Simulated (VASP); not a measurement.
# Ge (Fd-3m) in VASP: further runs

Runs on Ge. Level: PBE. Tasks: single point.

All numbers are computed with VASP 6.6.1; they aren't measurements. Logs are shortened: lines on timing, memory, paths and dates and some standing lists are left out, and cuts for length are marked.

## 1. The cell of the first run

Symmetry: Fd-3m, No. 227, cubic system. The conventional cell has a = 5.705 Å, b = 5.705 Å, c = 5.705 Å, α = 90.00°, β = 90.00°, γ = 90.00°. Ge (site symmetry -43m) has 4 Ge at 2.47 Å within 3.3 Å.

## 2. Single point, PBE (23.20 Å³/atom)

The input, INCAR:

```
SYSTEM = Ge
PREC     = Accurate       ! precision mode
ENCUT    = 520            ! plane-wave cutoff, eV
EDIFF    = 1E-7           ! SCF threshold, eV
ISMEAR   = 0              ! smearing method
SIGMA    = 0.05           ! smearing width, eV
LREAL    = .FALSE.        ! projectors in reciprocal space
LASPH    = .TRUE.         ! aspherical terms in the spheres
NELM     = 80             ! most SCF steps
ALGO     = Normal         ! electronic algorithm
ISIF     = 2              ! what is computed and relaxed
LWAVE    = .FALSE.        ! write WAVECAR
LCHARG   = .FALSE.        ! write CHGCAR
GGA      = PE             ! functional
NBANDS   = 21             ! bands
```

The input, KPOINTS:

```
regular mesh
0
G
  6 6 6
  0 0 0
```

The input, POSCAR:

```
Ge
1.0
    0.0000000000      2.8522832403      2.8522832403
    2.8522832403      0.0000000000      2.8522832403
    2.8522832403      2.8522832403      0.0000000000
Ge
2
Direct
    0.5000000000      0.5000000000      0.5000000000
    0.7500000000      0.7500000000      0.7500000000
```

Potentials or basis: VASP PAW PBE potentials, release 64 (Ge_d).

On the command line:

```bash
$ cat potpaw_PBE.64/Ge_d/POTCAR > POTCAR
$ mpirun -np 1 vasp_std > vasp.out
```

OUTCAR:

```text
SYSTEM = Ge
   PREC = Accurate
   ENCUT = 520
   EDIFF = 1E-7
   ISMEAR = 0
   LREAL = .FALSE.
   LASPH = .TRUE.
   NELM = 80
   ISIF = 2
   GGA = PE

 ion  position               nearest neighbor table
   1  0.500  0.500  0.500-   2 2.47   2 2.47   2 2.47   2 2.47
   2  0.750  0.750  0.750-   1 2.47   1 2.47   1 2.47   1 2.47

  LATTYP: Found a face centered cubic cell.
 ALAT       =     5.7045664806

  Lattice vectors:

 A1 = (   0.0000000000,   2.8522832403,   2.8522832403)
 A2 = (   2.8522832403,   0.0000000000,   2.8522832403)
 A3 = (   2.8522832403,   2.8522832403,   0.0000000000)

Analysis of symmetry for initial positions (statically):
=====================================================================
 Subroutine PRICEL returns:
 Original cell was already a primitive cell.

 Routine SETGRP: Setting up the symmetry group for a
 face centered cubic supercell.

 Subroutine GETGRP returns: Found 48 space group operations
 (whereof 24 operations were pure point group operations)
 out of a pool of 48 trial point group operations.

The static configuration has the point symmetry T_d .
 The point group associated with its full space group is O_h .

Analysis of symmetry for dynamics (positions and initial velocities):
=====================================================================
 Subroutine PRICEL returns:
 Original cell was already a primitive cell.

 Routine SETGRP: Setting up the symmetry group for a
 face centered cubic supercell.

 Subroutine GETGRP returns: Found 48 space group operations
 (whereof 24 operations were pure point group operations)
 out of a pool of 48 trial point group operations.

The dynamic configuration has the point symmetry T_d .
 The point group associated with its full space group is O_h .

 Subroutine INISYM returns: Found 48 space group operations
 (whereof 24 operations are pure point group operations),
 and found     1 'primitive' translations

----------------------------------------------------------------------------------------

                                     Primitive cell

  volume of cell :      46.4096

  direct lattice vectors                    reciprocal lattice vectors
     0.000000000  2.852283240  2.852283240    -0.175298159  0.175298159  0.175298159
     2.852283240  0.000000000  2.852283240     0.175298159 -0.175298159  0.175298159
     2.852283240  2.852283240  0.000000000     0.175298159  0.175298159 -0.175298159

  length of vectors
     4.033737642  4.033737642  4.033737642     0.303625317  0.303625317  0.303625317

  position of ions in fractional coordinates (direct lattice)
     0.500000000  0.500000000  0.500000000
     0.750000000  0.750000000  0.750000000

  ion indices of the primitive-cell ions
   primitive index   ion index
                 1           1
                 2           2

----------------------------------------------------------------------------------------

 KPOINTS: regular mesh

Automatic generation of k-mesh.
 Grid dimensions read from file:
 generate k-points for:    6    6    6

 Generating k-lattice:

  Cartesian coordinates                     Fractional coordinates (reciprocal lattice)
    -0.029216360  0.029216360  0.029216360     0.166666667  0.000000000  0.000000000
     0.029216360 -0.029216360  0.029216360     0.000000000  0.166666667  0.000000000
     0.029216360  0.029216360 -0.029216360     0.000000000  0.000000000  0.166666667

  Length of vectors
     0.050604220  0.050604220  0.050604220

  Shift w.r.t. Gamma in fractional coordinates (k-lattice)
     0.000000000  0.000000000  0.000000000

 Subroutine IBZKPT returns following result:
 ===========================================

 Found     16 irreducible k-points:

 Following reciprocal coordinates:
            Coordinates               Weight
  0.000000  0.000000  0.000000      1.000000
  0.166667  0.000000  0.000000      8.000000
  0.333333  0.000000  0.000000      8.000000
  0.500000  0.000000  0.000000      4.000000
  0.166667  0.166667  0.000000      6.000000
  0.333333  0.166667  0.000000     24.000000
[... 8 lines left out ...]
 -0.333333  0.333333  0.166667     24.000000
 -0.333333  0.500000  0.166667     12.000000
   k-points           NKPTS =     16   k-points in BZ     NKDIM =     16   number of bands    NBANDS=     21
   number of dos      NEDOS =    301   number of ions     NIONS =      2
   total plane-waves  NPLWV =  27000
   dimension x,y,z NGX =    30 NGY =   30 NGZ =   30
   dimension x,y,z NGXF=    60 NGYF=   60 NGZF=   60
   ions per type =               2
   NGX,Y,Z   is equivalent  to a cutoff of  12.36, 12.36, 12.36 a.u.
   NGXF,Y,Z  is equivalent  to a cutoff of  24.73, 24.73, 24.73 a.u.
 SYSTEM =  Ge
   PREC   = accura    normal or accurate (medium, high low for compatibility)
   ISTART =      0    job   : 0-new  1-cont  2-samecut
   ICHARG =      2    charge: 1-file 2-atom 10-const
   ISPIN  =      1    spin polarized calculation?
   LNONCOLLINEAR =      F non collinear calculations
   LSORBIT =      F    spin-orbit coupling
   LASPH  =      T    aspherical Exc in radial PAW
   ENCUT  =  520.0 eV  38.22 Ry    6.18 a.u.   7.50  7.50  7.50*2*pi/ulx,y,z
   NELM   =     80;   NELMIN=  2; NELMDL= -5     # of ELM steps
   EDIFF  = 0.1E-06   stopping-criterion for ELM
   LREAL  =      F    real-space projection
   EDIFFG = 0.1E-05   stopping-criterion for IOM
   NSW    =      0    number of steps for IOM
   IBRION =     -1    ionic relax: 0-MD 1-quasi-New 2-CG
   NFREE  =      0    steps in history (QN), initial steepest desc. (CG)
   ISIF   =      2    stress and relaxation
   ISYM   =      2    0-nonsym 1-usesym 2-fastsym
   POTIM  = 0.5000    time-step for ionic-motion
   TEBEG  =    0.0;   TEEND  =   0.0 temperature during run
   PSTRESS=    0.0 pullay stress
   NELECT =      28.0000    total number of electrons
   NUPDOWN=      -1.0000    fix difference up-down
   EMIN   =  10.00;   EMAX   =-10.00  energy-range for DOS
   EFERMI =   0.00;   METHOD = LEGACY
   ISMEAR =     0;   SIGMA  =   0.05  broadening in eV -4-tet -1-fermi 0-gaus
   EFERMI_NEDOS =   21; number of points for ismear=-14 and -15
   IALGO  =     38    algorithm
   IMIX   =      4    mixing-type and parameters
     AMIX     =   0.40;   BMIX     =  1.00
     AMIX_MAG =   1.60;   BMIX_MAG =  1.00
  volume/ion in A,a.u.               =      23.20       156.59
  Fermi-wavevector in a.u.,A,eV,Ry     =   1.383327  2.614109 26.036022  1.913594
  Thomas-Fermi vector in A             =   2.507935
   LORBIT       =      0    0 simple, 1 ext, 2 COOP (PROOUT), +10 PAW based schemes
   GGA     = PE    functional components
   LHFCALC =     F    Hartree Fock is set to
   AEXX    =    0.0000 exact exchange contribution
   IVDW    =     0    specifies the selected vdW correction
   LEPSILON=     F    determine dielectric tensor
   LRPA    =     F    only Hartree local field effects (RPA)
 non-spin polarized calculation
 Gauss-broadening in eV      SIGMA  =   0.05
  energy-cutoff  :      520.00
  volume of cell :       46.41
 maximum number of plane-waves:      1272
 NGX is ok and might be reduce to    30
   NGX = 15   NGY = 15   NGZ = 15

 number of electron      28.0000002 magnetization

 Free energy of the ion-electron system (eV)
  ---------------------------------------------------
  ext. energy  EPLUGINS =         0.00000000
  ---------------------------------------------------
  free energy    TOTEN  =        -8.98476252 eV

  energy without entropy =       -8.98438905  energy(sigma->0) =       -8.98457579

 E-fermi :   4.7797     XC(G=0):  -9.8002

 val. band max:        4.7649930572   @ k =   0.0000   0.0000   0.0000
 cond. band min:       4.8745478681   @ k =   0.5000   0.0000   0.0000
 fundamental gap:      0.1095548109
 Fermi energy:         4.7797444346

 k-point     1 :       0.0000    0.0000    0.0000
  band No.  band energies     occupation
      1     -20.0122      2.00000
      2     -20.0122      2.00000
      3     -20.0122      2.00000
      4     -19.9781      2.00000
      5     -19.9781      2.00000
      6     -19.7804      2.00000
[... 13 lines left out ...]
     20      14.1763      0.00000
     21      14.1763      0.00000

 k-point     2 :       0.1667    0.0000    0.0000
  band No.  band energies     occupation
      1     -20.0233      2.00000
      2     -20.0233      2.00000
      3     -20.0082      2.00000
      4     -19.9619      2.00000
      5     -19.9619      2.00000
      6     -19.7969      2.00000
[... 13 lines left out ...]
     20      13.0794      0.00000
     21      13.0794      0.00000

 k-point     3 :       0.3333    0.0000    0.0000
  band No.  band energies     occupation
      1     -20.0330      2.00000
      2     -20.0330      2.00000
      3     -19.9998      2.00000
      4     -19.9440      2.00000
      5     -19.9440      2.00000
      6     -19.8105      2.00000
[... 13 lines left out ...]
     20      13.6756      0.00000
     21      13.6756      0.00000

 k-point     4 :       0.5000    0.0000    0.0000
  band No.  band energies     occupation
      1     -20.0353      2.00000
      2     -20.0353      2.00000
      3     -19.9955      2.00000
      4     -19.9388      2.00000
      5     -19.9388      2.00000
      6     -19.8137      2.00000
[... 13 lines left out ...]
     20      15.5585      0.00000
     21      15.8565      0.00000

 k-point     5 :       0.1667    0.1667    0.0000
  band No.  band energies     occupation
      1     -20.0212      2.00000
      2     -20.0212      2.00000
      3     -20.0204      2.00000
      4     -19.9635      2.00000
      5     -19.9432      2.00000
      6     -19.8282      2.00000
[... 13 lines left out ...]
     20      13.0772      0.00000
     21      14.6422      0.00000
[... 190 lines left out ...]
     20      16.1313      0.00000
     21      17.4690      0.00000

 k-point    14 :       0.5000    0.3333    0.1667
  band No.  band energies     occupation
      1     -20.0492      2.00000
      2     -20.0463      2.00000
      3     -19.9753      2.00000
      4     -19.9250      2.00000
      5     -19.8930      2.00000
      6     -19.8774      2.00000
[... 13 lines left out ...]
     20      14.5805      0.00000
     21      16.9878      0.00000

 k-point    15 :      -0.3333    0.3333    0.1667
  band No.  band energies     occupation
      1     -20.0586      2.00000
      2     -20.0490      2.00000
      3     -19.9546      2.00000
      4     -19.9080      2.00000
      5     -19.8870      2.00000
      6     -19.8792      2.00000
[... 13 lines left out ...]
     20      16.4064      0.00000
     21      16.4945      0.00000

 k-point    16 :      -0.3333    0.5000    0.1667
  band No.  band energies     occupation
      1     -20.0543      2.00000
      2     -20.0543      2.00000
      3     -19.9356      2.00000
      4     -19.9356      2.00000
      5     -19.8744      2.00000
      6     -19.8744      2.00000
[... 13 lines left out ...]
     20      15.6166      0.00000
     21      17.5376      0.00000

------------------------ aborting loop because EDIFF is reached ----------------------------------------

  FORCE on cell =-STRESS in cart. coord.  units (eV):
  Direction    XX          YY          ZZ          XY          YZ          ZX
  --------------------------------------------------------------------------------------
  -------------------------------------------------------------------------------------
  Total        0.5422079      0.5422079      0.5422079      0.0000000     -0.0000000      0.0000000
  in kB       18.7183904     18.7183904     18.7183904      0.0000000     -0.0000000      0.0000000
  external PRESSURE =      18.7183904 kB  Pullay stress =       0.0000000 kB

 VOLUME and BASIS-vectors are now :
 -----------------------------------------------------------------------------
  energy-cutoff  :      520.00
  volume of cell :       46.41
      direct lattice vectors                 reciprocal lattice vectors
     0.000000000  2.852283240  2.852283240    -0.175298159  0.175298159  0.175298159
     2.852283240  0.000000000  2.852283240     0.175298159 -0.175298159  0.175298159
     2.852283240  2.852283240  0.000000000     0.175298159  0.175298159 -0.175298159

 POSITION                                       TOTAL-FORCE (eV/Angst)
 -----------------------------------------------------------------------------------
      2.85228      2.85228      2.85228        -0.000000     -0.000000     -0.000000
      4.27842      4.27842      4.27842         0.000000      0.000000      0.000000
 -----------------------------------------------------------------------------------
    total drift:                                0.000000     -0.000000     -0.000000

  FREE ENERGIE OF THE ION-ELECTRON SYSTEM (eV)
  ---------------------------------------------------
  free  energy   TOTEN  =        -8.9847625196 eV

  energy  without entropy=       -8.9843890515  energy(sigma->0) =       -8.98457579
```

Run time: 22 s. Hardware: 1 thread of Intel Xeon 8259CL, shared host; peak memory 0.16 GiB.

Results:

- Free energy: -8.9848 eV
- Pressure: 1.9 GPa
- Band gap on the k mesh: zero (filled and empty bands touch)

Caveat: semilocal functionals underestimate gaps, so a narrow gap can read as zero.

## 3. Single point, PBE (23.98 Å³/atom)

This run uses another cell than the first one, of 23.98 Å³/atom.

The input, INCAR:

```
  PREC = Accurate
  ENCUT = 520
  EDIFF = 1E-7
  ISMEAR = 0
  SIGMA = 0.05
  LREAL = F
  LASPH = T
  NELM = 60
  ALGO = Normal
  ISIF = 2
  LWAVE = F
  LCHARG = F
  GGA = PE
  NBANDS = 21
```

The input, KPOINTS:

```
Automatic mesh
0
Gamma
  6 6 6
```

The input, POSCAR:

```
Ge
1.0
    0.0000000000      2.8836577741      2.8836577741
    2.8836577741      0.0000000000      2.8836577741
    2.8836577741      2.8836577741      0.0000000000
Ge
2
Direct
    0.5000000000      0.5000000000      0.5000000000
    0.7500000000      0.7500000000      0.7500000000
```

Potentials or basis: VASP PAW PBE potentials, release 64 (Ge_d).

On the command line:

```bash
$ cat potpaw_PBE.64/Ge_d/POTCAR > POTCAR
$ mpirun -np 1 vasp_std > vasp.out
```

Run time: 25 s. Hardware: 1 thread of Intel Xeon 8259CL, shared host; peak memory 0.16 GiB.

It converged, with:

| Property | Result |
| --- | --- |
| Free energy | -8.9935 eV |
| Pressure | -0.1 GPa |
| Band gap on the k mesh | zero (filled and empty bands touch) |

Levels at points of the mesh, in eV from the Fermi level:
```csv
k point,band 10,band 11,band 12,band 13,band 14,band 15,band 16,band 17,band 18,band 19
"(0.00, 0.00, 0.00)",-24.50,-12.34,-0.47,0.01,0.01,0.01,2.54,2.54,2.54,6.30
"(0.50, 0.00, 0.00)",-24.48,-10.38,-7.33,-1.31,-1.31,0.03,3.72,3.72,7.11,10.22
"(0.50, 0.50, 0.00)",-24.47,-8.67,-8.67,-2.87,-2.87,0.83,0.83,9.06,9.06,11.06
```

Caveat: semilocal functionals underestimate gaps, so a narrow gap can read as zero.
